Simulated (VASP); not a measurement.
# Sb in VASP: notebook, part 3 of 3

VASP 6.6.1. Earlier steps stand in the parts before.

### 5 Single point, PBE (strain along c alone, the other axes held: -6.0 %, then relaxed in part)

The input, INCAR:

```
  PREC = Accurate
  ENCUT = 520
  EDIFF = 1E-6
  ISMEAR = 0
  SIGMA = 0.1
  LREAL = F
  LASPH = T
  NELM = 80
  ALGO = Normal
  ISIF = 2
  LWAVE = F
  LCHARG = F
  GGA = PE
  NBANDS = 12
```

The input, KPOINTS:

```
regular mesh
0
Gamma
  14 10 10
```

The input, POSCAR:

```
Sb
1.0
    3.1104770950      0.0000000000      0.0004032323
    0.0000000000      4.3964238707      0.0000000000
   -0.0089264398      0.0000000000      4.1314192320
Sb
2
Direct
    0.0001822398      0.7500000000      0.7499297071
    0.9998177602      0.2500000000      0.2500702929
```

Potentials or basis: VASP PAW PBE potentials, release 64 (Sb).

The run is started by

```
> cat potpaw_PBE.64/Sb/POTCAR > POTCAR
> mpirun -np 1 vasp_std > vasp.out
```

OUTCAR:

```text
PREC = Accurate
   ENCUT = 520
   EDIFF = 1E-6
   ISMEAR = 0
   LREAL = F
   LASPH = T
   NELM = 80
   ISIF = 2
   GGA = PE

 ion  position               nearest neighbor table
   1  0.000  0.750  0.750-   2 3.02   2 3.02   2 3.02   2 3.02
   2  1.000  0.250  0.250-   1 3.02   1 3.02   1 3.02   1 3.02

  LATTYP: Found a simple monoclinic cell.
 ALAT       =     3.1104771211
 B/A-ratio  =     1.4134242753
 C/A-ratio  =     1.3282299514
 COS(beta)  =    -0.0020309815

  Lattice vectors:

 A1 = (   3.1104770950,   0.0000000000,   0.0004032323)
 A2 = (   0.0000000000,   4.3964238707,   0.0000000000)
 A3 = (  -0.0089264398,   0.0000000000,   4.1314192320)

Analysis of symmetry for initial positions (statically):
=====================================================================
 Subroutine PRICEL returns:
 Original cell was already a primitive cell.

 Routine SETGRP: Setting up the symmetry group for a
 simple monoclinic supercell.

 Subroutine GETGRP returns: Found  4 space group operations
 (whereof  2 operations were pure point group operations)
 out of a pool of  4 trial point group operations.

The static configuration has the point symmetry S_2 .
 The point group associated with its full space group is C_2h.

Analysis of symmetry for dynamics (positions and initial velocities):
=====================================================================
 Subroutine PRICEL returns:
 Original cell was already a primitive cell.

 Routine SETGRP: Setting up the symmetry group for a
 simple monoclinic supercell.

 Subroutine GETGRP returns: Found  4 space group operations
 (whereof  2 operations were pure point group operations)
 out of a pool of  4 trial point group operations.

The dynamic configuration has the point symmetry S_2 .
 The point group associated with its full space group is C_2h.

 Subroutine INISYM returns: Found  4 space group operations
 (whereof  2 operations are pure point group operations),
 and found     1 'primitive' translations

----------------------------------------------------------------------------------------
[... 118 lines left out ...]
   GGA     = PE    functional components
   LHFCALC =     F    Hartree Fock is set to
   AEXX    =    0.0000 exact exchange contribution
   IVDW    =     0    specifies the selected vdW correction
   LEPSILON=     F    determine dielectric tensor
   LRPA    =     F    only Hartree local field effects (RPA)
 non-spin polarized calculation
 Gauss-broadening in eV      SIGMA  =   0.10
  energy-cutoff  :      520.00
  volume of cell :       56.50
 maximum number of plane-waves:      1552
   NGX = 11   NGY = 17   NGZ = 15

 number of electron      10.0000000 magnetization

 number of electron       9.9999999 magnetization

 Free energy of the ion-electron system (eV)
  ---------------------------------------------------
  ext. energy  EPLUGINS =         0.00000000
  ---------------------------------------------------
  free energy    TOTEN  =        -8.12425575 eV

  energy without entropy =       -8.11923814  energy(sigma->0) =       -8.12174694

 E-fermi :   7.8325     XC(G=0):  -9.8609

 val. band max:        7.8322251259   @ k =   0.2143   0.1000   0.3000
 cond. band min:       7.8454807679   @ k =  -0.2143   0.1000   0.3000
 fundamental gap:      0.0132556420
 Fermi energy:         7.8325373270

 k-point     1 :       0.0000    0.0000    0.0000
  band No.  band energies     occupation
      1      -4.9860      2.00000
      2       0.7381      2.00000
      3       3.7392      2.00000
      4       4.5247      2.00000
      5       9.9183      0.00000
      6      10.6341      0.00000
      7      11.4369      0.00000
      8      11.7212      0.00000
      9      14.4955      0.00000
     10      15.0651      0.00000
     11      15.2779      0.00000
     12      16.5668      0.00000
[... 331 lines left out ...]
 k-point    24 :       0.5000    0.2000    0.0000
  band No.  band energies     occupation
      1      -2.3356      2.00000
      2       2.0070      2.00000
      3       2.2191      2.00000
      4       5.7188      2.00000
      5       6.7437      2.00000
      6       7.1383      2.00000
      7      11.8407      0.00000
      8      12.3753      0.00000
      9      12.6311      0.00000
     10      13.3723      0.00000
     11      13.3974      0.00000
     12      16.1380      0.00000

 [... further k-points ...]
[... 5 lines left out ...]
  --------------------------------------------------------------------------------------
  -------------------------------------------------------------------------------------
  Total        0.1856957      1.7184172      2.2209370      0.0000000      0.0000000      0.0025106
  in kB        5.2660676     48.7318892     62.9826400      0.0000000      0.0000000      0.0711978
  external PRESSURE =      38.9935322 kB  Pullay stress =       0.0000000 kB

 VOLUME and BASIS-vectors are now :
 -----------------------------------------------------------------------------
  energy-cutoff  :      520.00
  volume of cell :       56.50
      direct lattice vectors                 reciprocal lattice vectors
     3.110477095  0.000000000  0.000403232     0.321493999  0.000000000  0.000694627
     0.000000000  4.396423871  0.000000000     0.000000000  0.227457595  0.000000000
    -0.008926440  0.000000000  4.131419232    -0.000031378  0.000000000  0.242047506

 POSITION                                       TOTAL-FORCE (eV/Angst)
 -----------------------------------------------------------------------------------
     -0.00613      3.29732      3.09827        -0.000217     -0.000000      0.001894
      3.10768      1.09911      1.03355         0.000217      0.000000     -0.001894
 -----------------------------------------------------------------------------------
    total drift:                               -0.000000      0.000000      0.000000

  FREE ENERGIE OF THE ION-ELECTRON SYSTEM (eV)
  ---------------------------------------------------
  free  energy   TOTEN  =        -8.1242557470 eV

  energy  without entropy=       -8.1192381412  energy(sigma->0) =       -8.12174694
```

OSZICAR:

```text
N       E                     dE             d eps       ncg     rms          rms(c)
DAV:   1     0.319689972998E+02    0.31969E+02   -0.35112E+03 10368   0.656E+02
DAV:   2    -0.644658806096E+01   -0.38416E+02   -0.37030E+02 13652   0.105E+02
DAV:   3    -0.810338851978E+01   -0.16568E+01   -0.16372E+01 12800   0.241E+01
DAV:   4    -0.811705758418E+01   -0.13669E-01   -0.13660E-01 11780   0.264E+00
DAV:   5    -0.811721364216E+01   -0.15606E-03   -0.15606E-03 12524   0.307E-01    0.303E+00
DAV:   6    -0.812124272465E+01   -0.40291E-02   -0.11335E-03 11840   0.247E-01    0.181E+00
DAV:   7    -0.812412413228E+01   -0.28814E-02   -0.25809E-03 11664   0.370E-01    0.794E-02
DAV:   8    -0.812424803945E+01   -0.12391E-03   -0.11302E-04 12280   0.718E-02    0.148E-02
DAV:   9    -0.812425433366E+01   -0.62942E-05   -0.75592E-06 11988   0.168E-02    0.319E-03
DAV:  10    -0.812425547455E+01   -0.11409E-05   -0.77917E-07 10104   0.494E-03    0.899E-04
DAV:  11    -0.812425574701E+01   -0.27245E-06   -0.69448E-08  6228   0.167E-03
   1 F= -.81242557E+01 E0= -.81217469E+01  d E =-.501761E-02
```

stdout:

```text
POSCAR found type information on POSCAR Sb
 POSCAR found :  1 types and       2 ions
 scaLAPACK will be used
 LDA part: xc-table for (Slater+PW92), standard interpolation
 POSCAR, INCAR and KPOINTS ok, starting setup
 FFT: planning ... GRIDC
 FFT: planning ... GRID_SOFT
 FFT: planning ... GRID
 WAVECAR not read
 entering main loop
```

Run time: 93 s. Hardware: 1 thread of Intel Xeon 6975P-C, shared host; peak memory 0.37 GiB.

What came out:

```
Free energy            : -8.1243 eV
Pressure               : 3.9 GPa
Band gap on the k mesh : zero (band 5 reaches 12.94 eV, above the bottom of band 6 at 4.18 eV)
```

Levels at points of the mesh, in eV from the Fermi level:
| k point | band 3 | band 4 | band 5 | band 6 | band 7 | band 8 |
| --- | --- | --- | --- | --- | --- | --- |
| (0.00, 0.00, 0.00) | -4.09 | -3.31 | 2.09 | 2.80 | 3.60 | 3.89 |
| (0.50, 0.00, 0.00) | -4.22 | -2.25 | -1.47 | -1.42 | 4.44 | 4.64 |
| (0.00, 0.50, 0.00) | -1.07 | -1.07 | -0.39 | -0.39 | 4.60 | 4.60 |
| (0.50, 0.50, 0.00) | -4.18 | -4.18 | 0.85 | 0.85 | 2.06 | 2.06 |
| (0.00, 0.00, 0.50) | -1.59 | -1.58 | -1.09 | -1.09 | 4.75 | 4.75 |
| (0.50, 0.00, 0.50) | -4.02 | -4.02 | 0.34 | 0.35 | 1.33 | 1.33 |
| (0.00, 0.50, 0.50) | -5.98 | -5.98 | 5.10 | 5.10 | 5.89 | 5.89 |
| (0.50, 0.50, 0.50) | -4.02 | -4.02 | -3.58 | -3.58 | 1.96 | 1.96 |

Caveat: the cell differs from its parent crystal (strain along c alone, the other axes held: -6.0 %, then relaxed in part); spin-orbit coupling is left out, which moves the levels of the heavy elements.

### 6 Single point, PBE (strain along c alone, the other axes held: -4.0 %, then relaxed in part)

The input, INCAR:

```
PREC = Accurate
ENCUT = 520
EDIFF = 1E-6
ISMEAR = 0
SIGMA = 0.1
LREAL = False
LASPH = True
NELM = 100
ALGO = Normal
ISIF = 2
LWAVE = False
LCHARG = False
GGA = PE
NBANDS = 12
```

KPOINTS is that of step 5.

The input, POSCAR:

```
Sb
1.0
    3.1104773854      0.0000000000      0.0002688216
    0.0000000000      4.3964238707      0.0000000000
   -0.0091163641      0.0000000000      4.2193217688
Sb
2
Direct
    0.0001822398      0.7500000000      0.7499297071
    0.9998177602      0.2500000000      0.2500702929
```

Potentials or basis: VASP PAW PBE potentials, release 64 (Sb).

The run is started by

```
> cat potpaw_PBE.64/Sb/POTCAR > POTCAR
> mpirun -np 1 vasp_std > vasp.out
```

Wall time 1.9 min (1 thread of Intel Xeon 6975P-C, shared host); peak memory 0.37 GiB.

Results (log left out):

```yaml
Free_energy: -8.1624 eV
Pressure: 2.4 GPa
Band_gap_on_the_k_mesh: zero (band 5 reaches 12.70 eV, above the bottom of band 6 at 3.98 eV)
```

Stress tensor (GPa, compression positive):
```
0.37 0.00 0.00
0.00 2.90 0.00
0.00 0.00 3.97
```

Levels at points of the mesh, in eV from the Fermi level:
```csv
k point,band 1,band 2,band 3,band 4,band 5,band 6,band 7,band 8,band 9,band 10
"(0.00, 0.00, 0.00)",-12.64,-7.18,-3.88,-3.38,2.12,2.96,3.48,3.67,6.77,7.12
"(0.50, 0.00, 0.00)",-10.28,-5.76,-4.33,-2.02,-1.53,-1.46,4.59,4.70,5.14,5.45
"(0.00, 0.50, 0.00)",-10.82,-10.82,-1.17,-1.17,-0.57,-0.57,4.71,4.71,7.71,7.71
"(0.50, 0.50, 0.00)",-8.43,-8.43,-4.08,-4.08,0.77,0.77,1.87,1.87,5.86,5.86
"(0.00, 0.00, 0.50)",-10.71,-10.70,-1.49,-1.49,-1.01,-1.01,4.80,4.80,8.41,8.42
"(0.50, 0.00, 0.50)",-8.30,-8.30,-3.98,-3.97,0.45,0.45,1.41,1.41,5.49,5.50
"(0.00, 0.50, 0.50)",-10.00,-10.00,-5.82,-5.82,5.15,5.15,5.71,5.71,9.05,9.05
"(0.50, 0.50, 0.50)",-7.47,-7.47,-3.84,-3.84,-3.54,-3.54,2.06,2.06,7.74,7.74
```

Caveat: the cell differs from its parent crystal (strain along c alone, the other axes held: -4.0 %, then relaxed in part); spin-orbit coupling is left out, which moves the levels of the heavy elements.

### 7 Overview

```tsv
cell	gap on the mesh (eV)	pressure (GPa)
a = 2.986, b = 4.221, c = 4.560 Å, 2 atoms	none	2.9
a = 2.986, b = 4.221, c = 4.501 Å, angles 90.0, 90.1, 90.0°, 2 atoms	none	3.7
a = 3.110, b = 4.396, c = 4.659 Å, angles 90.0, 90.1, 90.0°, 2 atoms	none	-2.8
a = 3.110, b = 4.396, c = 4.131 Å, angles 90.0, 90.1, 90.0°, 2 atoms	none	3.9
a = 3.110, b = 4.396, c = 4.219 Å, angles 90.0, 90.1, 90.0°, 2 atoms	none	2.4
```

Alike in all rows: task single point; level PBE; potentials or basis VASP PAW PBE potentials, release 64 (Sb); no spin polarisation; k mesh 14 × 10 × 10; cutoff (eV) 520; smearing gaussian 0.1 eV.

Caveats: spin-orbit coupling is left out, which moves the levels of the heavy elements.

Absolute energies hang on the potentials; compare differences alone.
